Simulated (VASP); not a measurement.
# SiO2 (Imma) in VASP: further runs

SiO2 is run at these levels: LDA; tasks: single point.

Everything below comes from runs of VASP 6.6.1. Logs are shortened: lines on timing, memory, paths and dates and some standing lists are left out, and cuts for length are marked.

### Step 1. The cell of the first run

Symmetry: Imma, No. 74, orthorhombic system. Conventional cell: a = 5.233 Å, b = 8.760 Å, c = 9.017 Å, α = 90.00°, β = 90.00°, γ = 90.00°. Si (site symmetry m) has 4 O at 1.59 to 1.61 Å within 2.1 Å. Within 2.1 Å of O (site symmetry mm2) lie 2 Si at 1.60 Å. Within 2.1 Å of O (site symmetry 2) lie 2 Si at 1.61 Å. Within 2.1 Å of O (site symmetry 2/m) lie 2 Si at 1.59 Å.

### Step 2. Single point, LDA (volume scaled by 0.94, then relaxed in part)

INCAR reads:

```
PREC     = Accurate       # precision mode
ENCUT    = 520            # plane-wave cutoff, eV
EDIFF    = 1E-6           # SCF threshold, eV
ISMEAR   = 0              # smearing method
SIGMA    = 0.02           # smearing width, eV
LREAL    = F              # projectors in reciprocal space
LASPH    = T              # aspherical terms in the spheres
NELM     = 80             # most SCF steps
ALGO     = Normal         # electronic algorithm
ISIF     = 2              # what is computed and relaxed
LWAVE    = F              # write WAVECAR
LCHARG   = F              # write CHGCAR
NBANDS   = 44             # bands
```

KPOINTS reads:

```
Automatic mesh
0
Gamma
  6 6 6
```

POSCAR reads:

```
SiO2
1.0
   -2.6164639144      4.3802296773      4.5085940936
    2.6164639144     -4.3802296773      4.5085940936
    2.6164639144      4.3802296773     -4.5085940936
Si O
4 8
Direct
    0.9034790704      0.8360453228      0.0674337476
    0.7313884248      0.1639546772      0.5674337476
    0.0965209296      0.1639546772      0.9325662524
    0.2686115752      0.8360453228      0.4325662524
    0.0937715159      0.8437715159      0.2500000000
    0.9062284841      0.1562284841      0.7500000000
    0.7585504241      0.5000000000      0.7585504241
    0.2414495759      0.0000000000      0.7414495759
    0.2414495759      0.5000000000      0.2414495759
    0.7585504241      0.0000000000      0.2585504241
    0.0000000000      0.0000000000      0.0000000000
    0.5000000000      0.0000000000      0.5000000000
```

Potentials or basis: VASP PAW LDA potentials, release 64 (Si, O).

Run with:

```bash
cat potpaw_LDA.64/Si/POTCAR potpaw_LDA.64/O/POTCAR > POTCAR
mpirun -np 1 vasp_std > vasp.out
```

OUTCAR:

```text
PREC = Accurate
   ENCUT = 520
   EDIFF = 1E-6
   ISMEAR = 0
   LREAL = F
   LASPH = T
   NELM = 80
   ISIF = 2

 ion  position               nearest neighbor table
   1  0.903  0.836  0.067-  11 1.59   5 1.60   7 1.61  10 1.61   2 3.04   2 3.04
   2  0.731  0.164  0.567-  12 1.59   6 1.60  10 1.61   7 1.61   1 3.04   1 3.04
   3  0.097  0.164  0.933-  11 1.59   6 1.60   9 1.61   8 1.61   4 3.04   4 3.04
   4  0.269  0.836  0.433-  12 1.59   5 1.60   9 1.61   8 1.61   3 3.04   3 3.04
   5  0.094  0.844  0.250-   1 1.60   4 1.60
   6  0.906  0.156  0.750-   3 1.60   2 1.60
   7  0.759  0.500  0.759-   2 1.61   1 1.61
   8  0.241  0.000  0.741-   4 1.61   3 1.61
   9  0.241  0.500  0.241-   4 1.61   3 1.61
  10  0.759  0.000  0.259-   2 1.61   1 1.61
  11  0.000  0.000  0.000-   1 1.59   3 1.59
  12  0.500  0.000  0.500-   2 1.59   4 1.59

  LATTYP: Found a body centered orthorhombic cell.
 ALAT       =     5.2329278288
 B/A-ratio  =     1.6741028428
 C/A-ratio  =     1.7231631091

  Lattice vectors:

 A1 = (  -2.6164639144,   4.3802296773,   4.5085940936)
 A2 = (   2.6164639144,  -4.3802296773,   4.5085940936)
 A3 = (   2.6164639144,   4.3802296773,  -4.5085940936)

Analysis of symmetry for initial positions (statically):
=====================================================================
 Subroutine PRICEL returns:
 Original cell was already a primitive cell.

 Routine SETGRP: Setting up the symmetry group for a
 body centered orthorhombic supercell.

 Subroutine GETGRP returns: Found  8 space group operations
 (whereof  4 operations were pure point group operations)
 out of a pool of  8 trial point group operations.

The static configuration has the point symmetry C_2h.
 The point group associated with its full space group is D_2h.

Analysis of symmetry for dynamics (positions and initial velocities):
=====================================================================
 Subroutine PRICEL returns:
 Original cell was already a primitive cell.

 Routine SETGRP: Setting up the symmetry group for a
 body centered orthorhombic supercell.

 Subroutine GETGRP returns: Found  8 space group operations
 (whereof  4 operations were pure point group operations)
 out of a pool of  8 trial point group operations.

The dynamic configuration has the point symmetry C_2h.
 The point group associated with its full space group is D_2h.

 Subroutine INISYM returns: Found  8 space group operations
 (whereof  4 operations are pure point group operations),
 and found     1 'primitive' translations

----------------------------------------------------------------------------------------

                                     Primitive cell

  volume of cell :     206.6868

  direct lattice vectors                    reciprocal lattice vectors
    -2.616463914  4.380229677  4.508594094     0.000000000  0.114149265  0.110899316
     2.616463914 -4.380229677  4.508594094     0.191097610  0.000000000  0.110899316
     2.616463914  4.380229677 -4.508594094     0.191097610  0.114149265  0.000000000

  length of vectors
     6.808796967  6.808796967  6.808796967     0.159149970  0.220945592  0.222594589

  position of ions in fractional coordinates (direct lattice)
     0.903479070  0.836045323  0.067433748
     0.731388425  0.163954677  0.567433748
     0.096520930  0.163954677  0.932566252
     0.268611575  0.836045323  0.432566252
     0.093771516  0.843771516  0.250000000
     0.906228484  0.156228484  0.750000000
     0.758550424  0.500000000  0.758550424
     0.241449576  1.000000000  0.741449576
     0.241449576  0.500000000  0.241449576
     0.758550424  0.000000000  0.258550424
     0.000000000  0.000000000  0.000000000
     0.500000000  0.000000000  0.500000000

  ion indices of the primitive-cell ions
   primitive index   ion index
                 1           1
                 2           2
                 3           3
                 4           4
                 5           5
                 6           6
                 7           7
                 8           8
                 9           9
                10          10
                11          11
                12          12

----------------------------------------------------------------------------------------

 KPOINTS: Automatic mesh

Automatic generation of k-mesh.
 Grid dimensions read from file:
 generate k-points for:    6    6    6

 Generating k-lattice:

  Cartesian coordinates                     Fractional coordinates (reciprocal lattice)
     0.000000000  0.019024878  0.018483219     0.166666667  0.000000000 -0.000000000
     0.031849602  0.000000000  0.018483219     0.000000000  0.166666667 -0.000000000
     0.031849602  0.019024878  0.000000000     0.000000000  0.000000000  0.166666667

  Length of vectors
     0.026524995  0.036824265  0.037099098

  Shift w.r.t. Gamma in fractional coordinates (k-lattice)
     0.000000000  0.000000000  0.000000000

 Subroutine IBZKPT returns following result:
 ===========================================

 Found     46 irreducible k-points:

 Following reciprocal coordinates:
            Coordinates               Weight
  0.000000  0.000000  0.000000      1.000000
  0.166667  0.000000 -0.000000      4.000000
  0.333333  0.000000 -0.000000      4.000000
  0.500000 -0.000000  0.000000      2.000000
  0.000000  0.166667  0.000000      4.000000
  0.166667  0.166667  0.000000      8.000000
[... 16 lines left out ...]
 -0.166667  0.166667  0.166667      2.000000
  0.166667  0.333333  0.166667      4.000000
 [... further k-points ...]
   k-points           NKPTS =     46   k-points in BZ     NKDIM =     46   number of bands    NBANDS=     44
   number of dos      NEDOS =    301   number of ions     NIONS =     12
   total plane-waves  NPLWV = 157464
   dimension x,y,z NGX =    54 NGY =   54 NGZ =   54
   dimension x,y,z NGXF=   108 NGYF=  108 NGZF=  108
   ions per type =               4   8
   NGX,Y,Z   is equivalent  to a cutoff of  13.18, 13.18, 13.18 a.u.
   NGXF,Y,Z  is equivalent  to a cutoff of  26.37, 26.37, 26.37 a.u.
 SYSTEM =  unknown system
   PREC   = accura    normal or accurate (medium, high low for compatibility)
   ISTART =      0    job   : 0-new  1-cont  2-samecut
   ICHARG =      2    charge: 1-file 2-atom 10-const
   ISPIN  =      1    spin polarized calculation?
   LNONCOLLINEAR =      F non collinear calculations
   LSORBIT =      F    spin-orbit coupling
   LASPH  =      T    aspherical Exc in radial PAW
   ENCUT  =  520.0 eV  38.22 Ry    6.18 a.u.  12.66 12.66 12.66*2*pi/ulx,y,z
   NELM   =     80;   NELMIN=  2; NELMDL= -5     # of ELM steps
   EDIFF  = 0.1E-05   stopping-criterion for ELM
   LREAL  =      F    real-space projection
   EDIFFG = 0.1E-04   stopping-criterion for IOM
   NSW    =      0    number of steps for IOM
   IBRION =     -1    ionic relax: 0-MD 1-quasi-New 2-CG
   NFREE  =      0    steps in history (QN), initial steepest desc. (CG)
   ISIF   =      2    stress and relaxation
   ISYM   =      2    0-nonsym 1-usesym 2-fastsym
   POTIM  = 0.5000    time-step for ionic-motion
   TEBEG  =    0.0;   TEEND  =   0.0 temperature during run
   PSTRESS=    0.0 pullay stress
   NELECT =      64.0000    total number of electrons
   NUPDOWN=      -1.0000    fix difference up-down
   EMIN   =  10.00;   EMAX   =-10.00  energy-range for DOS
   EFERMI =   0.00;   METHOD = LEGACY
   ISMEAR =     0;   SIGMA  =   0.02  broadening in eV -4-tet -1-fermi 0-gaus
   EFERMI_NEDOS =   21; number of points for ismear=-14 and -15
   IALGO  =     38    algorithm
   IMIX   =      4    mixing-type and parameters
     AMIX     =   0.40;   BMIX     =  1.00
     AMIX_MAG =   1.60;   BMIX_MAG =  1.00
  volume/ion in A,a.u.               =      17.22       116.23
  Fermi-wavevector in a.u.,A,eV,Ry     =   1.107551  2.092969 16.689861  1.226670
  Thomas-Fermi vector in A             =   2.244067
   LORBIT       =      0    0 simple, 1 ext, 2 COOP (PROOUT), +10 PAW based schemes
   GGA     = CA    functional components
   LHFCALC =     F    Hartree Fock is set to
   AEXX    =    0.0000 exact exchange contribution
   IVDW    =     0    specifies the selected vdW correction
   LEPSILON=     F    determine dielectric tensor
   LRPA    =     F    only Hartree local field effects (RPA)
 non-spin polarized calculation
 Gauss-broadening in eV      SIGMA  =   0.02
  energy-cutoff  :      520.00
  volume of cell :      206.69
 maximum number of plane-waves:      5598
 NGX is ok and might be reduce to    54
   NGX = 25   NGY = 25   NGZ = 25

 number of electron      64.0000024 magnetization

 Free energy of the ion-electron system (eV)
  ---------------------------------------------------
  ext. energy  EPLUGINS =         0.00000000
  ---------------------------------------------------
  free energy    TOTEN  =      -103.57660640 eV

  energy without entropy =     -103.57660640  energy(sigma->0) =     -103.57660640

 E-fermi :  -1.1513     XC(G=0):  -7.8167

 val. band max:       -1.2726520659   @ k =   0.5000   0.5000   0.5000
 cond. band min:       4.1133446268   @ k =   0.0000   0.0000   0.0000
 fundamental gap:      5.3859966927
 Fermi energy:        -1.1512832325

 k-point     1 :       0.0000    0.0000    0.0000
  band No.  band energies     occupation
      1     -20.6649      2.00000
      2     -19.7014      2.00000
      3     -19.1728      2.00000
      4     -19.0677      2.00000
      5     -18.5687      2.00000
      6     -18.4978      2.00000
[... 36 lines left out ...]
     43       9.3079      0.00000
     44       9.4062      0.00000
[... 1040 lines left out ...]
      4     -19.2511      2.00000
      5     -18.5120      2.00000
      6     -18.4949      2.00000
[... 36 lines left out ...]
     43       9.7594      0.00000
     44       9.8800      0.00000

 [... further k-points ...]

------------------------ aborting loop because EDIFF is reached ----------------------------------------

  FORCE on cell =-STRESS in cart. coord.  units (eV):
  Direction    XX          YY          ZZ          XY          YZ          ZX
  --------------------------------------------------------------------------------------
  -------------------------------------------------------------------------------------
  Total        1.4006061      1.1603587      1.3091056      0.0000000      0.0000000      0.0000000
  in kB       10.8571001      8.9947700     10.1478144      0.0000000      0.0000000      0.0000000
  external PRESSURE =       9.9998949 kB  Pullay stress =       0.0000000 kB

 VOLUME and BASIS-vectors are now :
 -----------------------------------------------------------------------------
  energy-cutoff  :      520.00
  volume of cell :      206.69
      direct lattice vectors                 reciprocal lattice vectors
    -2.616463914  4.380229677  4.508594094     0.000000000  0.114149265  0.110899316
     2.616463914 -4.380229677  4.508594094     0.191097610  0.000000000  0.110899316
     2.616463914  4.380229677 -4.508594094     0.191097610  0.114149265  0.000000000

 POSITION                                       TOTAL-FORCE (eV/Angst)
 -----------------------------------------------------------------------------------
     -0.00000      0.59075      7.53878         0.000000     -0.039804      0.023363
      0.00000      4.97098      1.47841         0.000000     -0.039804     -0.023363
      2.61646      3.78948     -3.03018        -0.000000      0.039804     -0.023363
      2.61646     -0.59075      3.03018         0.000000      0.039804      0.023363
      2.61646     -2.19011      3.09985        -0.000000      0.000000     -0.006322
      0.00000      6.57034      1.40874        -0.000000      0.000000      0.006322
      1.30823      4.45514      2.25430         0.000000     -0.020397     -0.000000
      1.30823      4.30532     -2.25430        -0.000000      0.020397      0.000000
      1.30823     -0.07491      2.25430        -0.000000      0.020397      0.000000
     -1.30823      4.45514      2.25430         0.000000     -0.020397     -0.000000
      0.00000      0.00000      0.00000        -0.000000      0.000000      0.000000
      0.00000      4.38023      0.00000        -0.000000      0.000000      0.000000
 -----------------------------------------------------------------------------------
    total drift:                               -0.000000     -0.000000      0.000000

  FREE ENERGIE OF THE ION-ELECTRON SYSTEM (eV)
  ---------------------------------------------------
  free  energy   TOTEN  =      -103.5766064014 eV

  energy  without entropy=     -103.5766064014  energy(sigma->0) =     -103.57660640
```

Wall time 6.8 min (1 thread of Intel Xeon Platinum 8559C (Emerald Rapids), shared host); peak memory 0.47 GiB.

What came out:

```
Free energy            : -103.5766 eV
Pressure               : 1.0 GPa
Largest force          : 0.046 eV/Å
Band gap on the k mesh : 5.39 eV, indirect (the least direct gap lies 3.0 meV higher)
```

Forces on the atoms (eV/Å):
```
Si   0.000 -0.040  0.023
Si   0.000 -0.040 -0.023
Si   0.000  0.040 -0.023
Si   0.000  0.040  0.023
O    0.000  0.000 -0.006
O    0.000  0.000  0.006
O    0.000 -0.020  0.000
O    0.000  0.020  0.000
O    0.000  0.020  0.000
O    0.000 -0.020  0.000
O    0.000  0.000  0.000
O    0.000  0.000  0.000
```

 A k mesh can miss the band edges.

(Part 1 of 2 ends here.)
